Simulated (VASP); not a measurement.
# Zn (Fm-3m) in VASP: notebook

Zn is run at these levels: LDA; tasks: single point, relaxation of cell and atoms.

Program: VASP 6.6.1. These are calculated values, not measurements. Logs are shortened: lines on timing, memory, paths and dates and some standing lists are left out, and cuts for length are marked.

**1. The cell of the first run**

Symmetry: Fm-3m, No. 225, cubic system. Conventional cell: a = 3.784 Å, b = 3.784 Å, c = 3.784 Å, α = 90.00°, β = 90.00°, γ = 90.00°. Zn (site symmetry m-3m) has 12 Zn at 2.68 Å within 3.5 Å.

This isn't the form of Zn at room conditions, which is hcp.

**2. Single point, LDA**

INCAR reads:

```
SYSTEM = Zn
  ALGO = Normal
  EDIFF = 1E-6
  ENCUT = 500
  GGA_COMPAT = .False.
  ISIF = 2
  ISMEAR = -1
  LASPH = .True.
  LCHARG = .False.
  LREAL = .False.
  LWAVE = .False.
  NBANDS = 12
  NELM = 120
  PREC = Accurate
  SIGMA = 0.1
```

KPOINTS reads:

```
k-points
0
Gamma
  11 11 11
  0 0 0
```

POSCAR reads:

```
Zn
1.0
    0.0000000000      1.8922173142      1.8922173142
    1.8922173142      0.0000000000      1.8922173142
    1.8922173142      1.8922173142      0.0000000000
Zn
1
Direct
    0.0000000000      0.0000000000      0.0000000000
```

Potentials or basis: VASP PAW LDA potentials, release 64 (Zn).

Command:

```console
$ cat potpaw_LDA.64/Zn/POTCAR > POTCAR
$ mpirun -np 1 vasp_std > vasp.out
```

OUTCAR:

```text
SYSTEM = Zn
   EDIFF = 1E-6
   ENCUT = 500
   ISIF = 2
   ISMEAR = -1
   LASPH = .True.
   LREAL = .False.
   NELM = 120
   PREC = Accurate

 ion  position               nearest neighbor table
   1  0.000  0.000  0.000-

  LATTYP: Found a face centered cubic cell.
 ALAT       =     3.7844346284

  Lattice vectors:

 A1 = (   0.0000000000,   1.8922173142,   1.8922173142)
 A2 = (   1.8922173142,   0.0000000000,   1.8922173142)
 A3 = (   1.8922173142,   1.8922173142,   0.0000000000)

Analysis of symmetry for initial positions (statically):
=====================================================================
 Subroutine PRICEL returns:
 Original cell was already a primitive cell.

 Routine SETGRP: Setting up the symmetry group for a
 face centered cubic supercell.

 Subroutine GETGRP returns: Found 48 space group operations
 (whereof 48 operations were pure point group operations)
 out of a pool of 48 trial point group operations.

The static configuration has the point symmetry O_h .

Analysis of symmetry for dynamics (positions and initial velocities):
=====================================================================
 Subroutine PRICEL returns:
 Original cell was already a primitive cell.

 Routine SETGRP: Setting up the symmetry group for a
 face centered cubic supercell.

 Subroutine GETGRP returns: Found 48 space group operations
 (whereof 48 operations were pure point group operations)
 out of a pool of 48 trial point group operations.

The dynamic configuration has the point symmetry O_h .

 Subroutine INISYM returns: Found 48 space group operations
 (whereof 48 operations are pure point group operations),
 and found     1 'primitive' translations

----------------------------------------------------------------------------------------

                                     Primitive cell

  volume of cell :      13.5501

  direct lattice vectors                    reciprocal lattice vectors
     0.000000000  1.892217314  1.892217314    -0.264240263  0.264240263  0.264240263
     1.892217314  0.000000000  1.892217314     0.264240263 -0.264240263  0.264240263
     1.892217314  1.892217314  0.000000000     0.264240263  0.264240263 -0.264240263

  length of vectors
     2.675999389  2.675999389  2.675999389     0.457677560  0.457677560  0.457677560

  position of ions in fractional coordinates (direct lattice)
     0.000000000  0.000000000  0.000000000

  ion indices of the primitive-cell ions
   primitive index   ion index
                 1           1

----------------------------------------------------------------------------------------

 KPOINTS: k-points

Automatic generation of k-mesh.
 Grid dimensions read from file:
 generate k-points for:   11   11   11

 Generating k-lattice:

  Cartesian coordinates                     Fractional coordinates (reciprocal lattice)
    -0.024021842  0.024021842  0.024021842     0.090909091  0.000000000  0.000000000
     0.024021842 -0.024021842  0.024021842     0.000000000  0.090909091  0.000000000
     0.024021842  0.024021842 -0.024021842     0.000000000  0.000000000  0.090909091

  Length of vectors
     0.041607051  0.041607051  0.041607051

  Shift w.r.t. Gamma in fractional coordinates (k-lattice)
     0.000000000  0.000000000  0.000000000

 Subroutine IBZKPT returns following result:
 ===========================================

 Found     56 irreducible k-points:

 Following reciprocal coordinates:
            Coordinates               Weight
  0.000000  0.000000  0.000000      1.000000
  0.090909  0.000000  0.000000      8.000000
  0.181818  0.000000  0.000000      8.000000
  0.272727  0.000000  0.000000      8.000000
  0.363636  0.000000  0.000000      8.000000
  0.454545  0.000000  0.000000      8.000000
[... 16 lines left out ...]
 -0.272727  0.181818  0.000000     24.000000
 -0.181818  0.181818  0.000000     12.000000
 [... further k-points ...]
   k-points           NKPTS =     56   k-points in BZ     NKDIM =     56   number of bands    NBANDS=     12
   number of dos      NEDOS =    301   number of ions     NIONS =      1
   total plane-waves  NPLWV =   8000
   dimension x,y,z NGX =    20 NGY =   20 NGZ =   20
   dimension x,y,z NGXF=    40 NGYF=   40 NGZF=   40
   ions per type =               1
   NGX,Y,Z   is equivalent  to a cutoff of  12.42, 12.42, 12.42 a.u.
   NGXF,Y,Z  is equivalent  to a cutoff of  24.85, 24.85, 24.85 a.u.
 SYSTEM =  Zn
   PREC   = accura    normal or accurate (medium, high low for compatibility)
   ISTART =      0    job   : 0-new  1-cont  2-samecut
   ICHARG =      2    charge: 1-file 2-atom 10-const
   ISPIN  =      1    spin polarized calculation?
   LNONCOLLINEAR =      F non collinear calculations
   LSORBIT =      F    spin-orbit coupling
   LASPH  =      T    aspherical Exc in radial PAW
   ENCUT  =  500.0 eV  36.75 Ry    6.06 a.u.   4.88  4.88  4.88*2*pi/ulx,y,z
   NELM   =    120;   NELMIN=  2; NELMDL= -5     # of ELM steps
   EDIFF  = 0.1E-05   stopping-criterion for ELM
   LREAL  =      F    real-space projection
   EDIFFG = 0.1E-04   stopping-criterion for IOM
   NSW    =      0    number of steps for IOM
   IBRION =     -1    ionic relax: 0-MD 1-quasi-New 2-CG
   NFREE  =      0    steps in history (QN), initial steepest desc. (CG)
   ISIF   =      2    stress and relaxation
   ISYM   =      2    0-nonsym 1-usesym 2-fastsym
   POTIM  = 0.5000    time-step for ionic-motion
   TEBEG  =    0.0;   TEEND  =   0.0 temperature during run
   PSTRESS=    0.0 pullay stress
   NELECT =      12.0000    total number of electrons
   NUPDOWN=      -1.0000    fix difference up-down
   EMIN   =  10.00;   EMAX   =-10.00  energy-range for DOS
   EFERMI =   0.00;   METHOD = LEGACY
   ISMEAR =    -1;   SIGMA  =   0.10  broadening in eV -4-tet -1-fermi 0-gaus
   EFERMI_NEDOS =   21; number of points for ismear=-14 and -15
   IALGO  =     38    algorithm
   IMIX   =      4    mixing-type and parameters
     AMIX     =   0.40;   BMIX     =  1.00
     AMIX_MAG =   1.60;   BMIX_MAG =  1.00
  volume/ion in A,a.u.               =      13.55        91.44
  Fermi-wavevector in a.u.,A,eV,Ry     =   1.572127  2.970889 33.627923  2.471583
  Thomas-Fermi vector in A             =   2.673608
   LORBIT       =      0    0 simple, 1 ext, 2 COOP (PROOUT), +10 PAW based schemes
   GGA     = CA    functional components
   LHFCALC =     F    Hartree Fock is set to
   AEXX    =    0.0000 exact exchange contribution
   IVDW    =     0    specifies the selected vdW correction
   LEPSILON=     F    determine dielectric tensor
   LRPA    =     F    only Hartree local field effects (RPA)
 non-spin polarized calculation
  energy-cutoff  :      500.00
  volume of cell :       13.55
 maximum number of plane-waves:       350
   NGX =  9   NGY =  9   NGZ =  9

 number of electron      12.0000013 magnetization

 Free energy of the ion-electron system (eV)
  ---------------------------------------------------
  ext. energy  EPLUGINS =         0.00000000
  ---------------------------------------------------
  free energy    TOTEN  =        -1.85016392 eV

  energy without entropy =       -1.83436050  energy(sigma->0) =       -1.84226221

 E-fermi :   3.7402     XC(G=0): -12.5250

 val. band max:        3.4472146504   @ k =  -0.3636   0.4545   0.1818
 cond. band min:       3.7501398569   @ k =  -0.3636   0.2727   0.0909
 fundamental gap:      0.3029252065
 Fermi energy:         3.7401689610

 k-point     1 :       0.0000    0.0000    0.0000
  band No.  band energies     occupation
      1      -7.5854      2.00000
      2      -4.3096      2.00000
      3      -4.3096      2.00000
      4      -4.3096      2.00000
      5      -3.8364      2.00000
      6      -3.8364      2.00000
      7      23.4534      0.00000
      8      23.4534      0.00000
      9      23.4534      0.00000
     10      23.6065      0.00000
     11      26.2512      0.00000
     12      26.2512      0.00000

 k-point     2 :       0.0909    0.0000    0.0000
  band No.  band energies     occupation
      1      -7.3168      2.00000
      2      -4.3346      2.00000
      3      -4.2763      2.00000
      4      -4.2763      2.00000
      5      -3.8454      2.00000
      6      -3.8454      2.00000
      7      19.6338      0.00000
      8      22.6808      0.00000
      9      22.6808      0.00000
     10      23.4944      0.00000
     11      27.4834      0.00000
     12      27.4834      0.00000

 k-point     3 :       0.1818    0.0000    0.0000
  band No.  band energies     occupation
      1      -6.5532      2.00000
      2      -4.3553      2.00000
      3      -4.2169      2.00000
      4      -4.2169      2.00000
      5      -3.8374      2.00000
      6      -3.8374      2.00000
      7      14.9225      0.00000
      8      21.6098      0.00000
      9      21.6098      0.00000
     10      23.2572      0.00000
     11      28.8196      0.00000
     12      28.9077      0.00000
[... 286 lines left out ...]
 k-point    23 :      -0.2727    0.1818    0.0000
  band No.  band energies     occupation
      1      -4.8415      2.00000
      2      -4.3943      2.00000
      3      -4.1784      2.00000
      4      -4.0729      2.00000
      5      -3.8172      2.00000
      6      -1.9531      2.00000
      7       8.7327      0.00000
      8      12.5729      0.00000
      9      20.0414      0.00000
     10      21.8424      0.00000
     11      27.6783      0.00000
     12      28.1293      0.00000

 k-point    24 :      -0.1818    0.1818    0.0000
  band No.  band energies     occupation
      1      -5.1983      2.00000
      2      -4.5036      2.00000
      3      -4.2003      2.00000
      4      -4.0161      2.00000
      5      -4.0000      2.00000
      6      -3.1553      2.00000
      7      12.5639      0.00000
      8      13.1011      0.00000
      9      22.2719      0.00000
     10      23.5986      0.00000
     11      26.7543      0.00000
     12      27.5172      0.00000

 [... further k-points ...]

------------------------ aborting loop because EDIFF is reached ----------------------------------------

  FORCE on cell =-STRESS in cart. coord.  units (eV):
  Direction    XX          YY          ZZ          XY          YZ          ZX
  --------------------------------------------------------------------------------------
  -------------------------------------------------------------------------------------
  Total        0.0655062      0.0655062      0.0655062      0.0000000      0.0000000     -0.0000000
  in kB        7.7455089      7.7455089      7.7455089      0.0000000      0.0000000     -0.0000000
  external PRESSURE =       7.7455089 kB  Pullay stress =       0.0000000 kB

 VOLUME and BASIS-vectors are now :
 -----------------------------------------------------------------------------
  energy-cutoff  :      500.00
  volume of cell :       13.55
      direct lattice vectors                 reciprocal lattice vectors
     0.000000000  1.892217314  1.892217314    -0.264240263  0.264240263  0.264240263
     1.892217314  0.000000000  1.892217314     0.264240263 -0.264240263  0.264240263
     1.892217314  1.892217314  0.000000000     0.264240263  0.264240263 -0.264240263

 POSITION                                       TOTAL-FORCE (eV/Angst)
 -----------------------------------------------------------------------------------
      0.00000      0.00000      0.00000         0.000000      0.000000      0.000000
 -----------------------------------------------------------------------------------
    total drift:                                0.000000     -0.000000      0.000000

  FREE ENERGIE OF THE ION-ELECTRON SYSTEM (eV)
  ---------------------------------------------------
  free  energy   TOTEN  =        -1.8501639157 eV

  energy  without entropy=       -1.8343604952  energy(sigma->0) =       -1.84226221
```

Wall time 3.4 s (1 thread of Intel Xeon 6975P-C (Granite Rapids), shared host); peak memory 0.11 GiB.

What came out:

- Free energy: -1.8502 eV
- Pressure: 0.8 GPa
- Band gap on the k mesh: zero (bands 6 and 7 overlap by 2.62 eV)

Levels at points of the mesh, in eV from the Fermi level:
| k point | band 3 | band 4 | band 5 | band 6 | band 7 | band 8 | band 9 | band 10 |
| --- | --- | --- | --- | --- | --- | --- | --- | --- |
| (0.00, 0.00, 0.00) | -8.05 | -8.05 | -7.58 | -7.58 | 19.71 | 19.71 | 19.71 | 19.87 |

**3. Relaxation of cell and atoms, LDA**

This run uses another cell than the first one, of 15.29 Å³/atom.

INCAR reads:

```
PREC = Accurate
ENCUT = 500
EDIFF = 1E-7
ISMEAR = -1
SIGMA = 0.1
LREAL = F
LASPH = T
NELM = 120
ALGO = Normal
ISIF = 3
LWAVE = F
LCHARG = F
GGA = CA
IBRION = 2
NSW = 80
EDIFFG = -0.01
GGA_COMPAT = F
NELMIN = 4
```

KPOINTS reads:

```
Automatic mesh
0
Gamma
  11 11 11
```

POSCAR reads:

```
Zn
1.0
    0.0000000000      1.9700000000      1.9700000000
    1.9700000000      0.0000000000      1.9700000000
    1.9700000000      1.9700000000      0.0000000000
Zn
1
Direct
    0.0000000000      0.0000000000      0.0000000000
```

Potentials or basis: VASP PAW LDA potentials, release 64 (Zn).

Command:

```console
$ cat potpaw_LDA.64/Zn/POTCAR > POTCAR
$ mpirun -np 1 vasp_std > vasp.out
```

OUTCAR:

```text
PREC = Accurate
   ENCUT = 500
   EDIFF = 1E-7
   ISMEAR = -1
   LREAL = F
   LASPH = T
   NELM = 120
   ISIF = 3
   GGA = CA
   IBRION = 2
   NSW = 80
   EDIFFG = -0.01
   NELMIN = 4

 ion  position               nearest neighbor table
   1  0.000  0.000  0.000-

  LATTYP: Found a face centered cubic cell.
 ALAT       =     3.9400000000

  Lattice vectors:

 A1 = (   0.0000000000,   1.9700000000,   1.9700000000)
 A2 = (   1.9700000000,   0.0000000000,   1.9700000000)
[... 538 lines left out ...]
 [... further k-points ...]

------------------------ aborting loop because EDIFF is reached ----------------------------------------

  FORCE on cell =-STRESS in cart. coord.  units (eV):
  Direction    XX          YY          ZZ          XY          YZ          ZX
  --------------------------------------------------------------------------------------
  -------------------------------------------------------------------------------------
  Total        0.0024376      0.0024376      0.0024376      0.0000000      0.0000000     -0.0000000
  in kB        0.2868492      0.2868492      0.2868492      0.0000000      0.0000000     -0.0000000
  external PRESSURE =       0.2868492 kB  Pullay stress =       0.0000000 kB

 VOLUME and BASIS-vectors are now :
 -----------------------------------------------------------------------------
  energy-cutoff  :      500.00
  volume of cell :       13.62
      direct lattice vectors                 reciprocal lattice vectors
     0.000000000  1.895243932  1.895243932    -0.263818283  0.263818283  0.263818283
     1.895243932 -0.000000000  1.895243932     0.263818283 -0.263818283  0.263818283
     1.895243932  1.895243932 -0.000000000     0.263818283  0.263818283 -0.263818283

 POSITION                                       TOTAL-FORCE (eV/Angst)
 -----------------------------------------------------------------------------------
      1.89524      3.79049      1.89524        -0.000000      0.000000     -0.000000
 -----------------------------------------------------------------------------------
    total drift:                                0.000000      0.000000     -0.000000

  FREE ENERGIE OF THE ION-ELECTRON SYSTEM (eV)
  ---------------------------------------------------
  free  energy   TOTEN  =        -1.8504455177 eV

  energy  without entropy=       -1.8346269886  energy(sigma->0) =       -1.84253625

 reached required accuracy - stopping structural energy minimisation
```

OSZICAR:

```text
N       E                     dE             d eps       ncg     rms          rms(c)
DAV:   1     0.350053164456E+02    0.35005E+02   -0.68023E+03  1120   0.181E+03
DAV:   2    -0.122988258223E+01   -0.36235E+02   -0.34808E+02  1128   0.203E+02
DAV:   3    -0.191951363158E+01   -0.68963E+00   -0.68338E+00  1286   0.317E+01
[... 13 lines left out ...]
DAV:   4    -0.185689220690E+01    0.91772E-01   -0.45113E-02  1190   0.333E+00    0.672E-01
DAV:   5    -0.185036350422E+01    0.65287E-02   -0.21328E-02  1280   0.329E+00    0.668E-02
DAV:   6    -0.185045045255E+01   -0.86948E-04   -0.30438E-04  1292   0.219E-01    0.207E-02
DAV:   7    -0.185044547723E+01    0.49753E-05   -0.69211E-05  1198   0.175E-01    0.280E-03
DAV:   8    -0.185044551771E+01   -0.40482E-07   -0.32677E-07  1172   0.828E-03
   2 F= -.18504455E+01 E0= -.18425363E+01  d E =-.471205E-01
```

CONTCAR:

```text
Zn
   1.00000000000000
     0.0000000000000000    1.8952439318363405    1.8952439318363405
     1.8952439318363405   -0.0000000000000000    1.8952439318363405
     1.8952439318363405    1.8952439318363405   -0.0000000000000000
  Zn
     1
Direct
     1.0000000000000000    0.0000000000000000    1.0000000000000000

  0.00000000E+00  0.00000000E+00  0.00000000E+00
```

Wall time 5.1 s (1 thread of Intel Xeon 6975P-C (Granite Rapids), shared host); peak memory 0.12 GiB.

What came out:

| Property | Result |
| --- | --- |
| Free energy | -1.8504 eV |
| Relaxed volume | 13.62 Å³/atom |
| Relaxed cell | a = 2.680 Å, b = 2.680 Å, c = 2.680 Å, α = 60.00°, β = 60.00°, γ = 60.00° |
| Space group after relaxing (to 0.1 Å) | Fm-3m (No. 225) |
| Energy gained by relaxing | 47.1 meV/atom |
| Ionic steps | 2 |
| Pressure after relaxing | 0.0 GPa |
| Band gap on the k mesh | zero (bands 6 and 7 overlap by 2.63 eV) |

The path:
| step | energy change (eV) | largest force (eV/Å) | pressure (GPa) | volume (Å³) |
| --- | --- | --- | --- | --- |
| 1 | 0.0000 | 0.0000 | -8.24 | 15.29 |
| 2 | -0.0471 | 0.0000 | 0.03 | 13.62 |

Final structure:
```xyz
1
Lattice="0.0000 1.8952 1.8952 1.8952 0.0000 1.8952 1.8952 1.8952 0.0000" Properties=species:S:1:pos:R:3 pbc="T T T"
Zn    1.8952    3.7905    1.8952
```

Levels at points of the mesh, in eV from the Fermi level:
```
           k point  band 3  band 4  band 5  band 6  band 7  band 8  band 9  band 10
(0.00, 0.00, 0.00)   -8.03   -8.03   -7.56   -7.56   19.64   19.64   19.64    19.83
```

The gap in the log of VASP goes by the Fermi energy; the results here count the filled bands.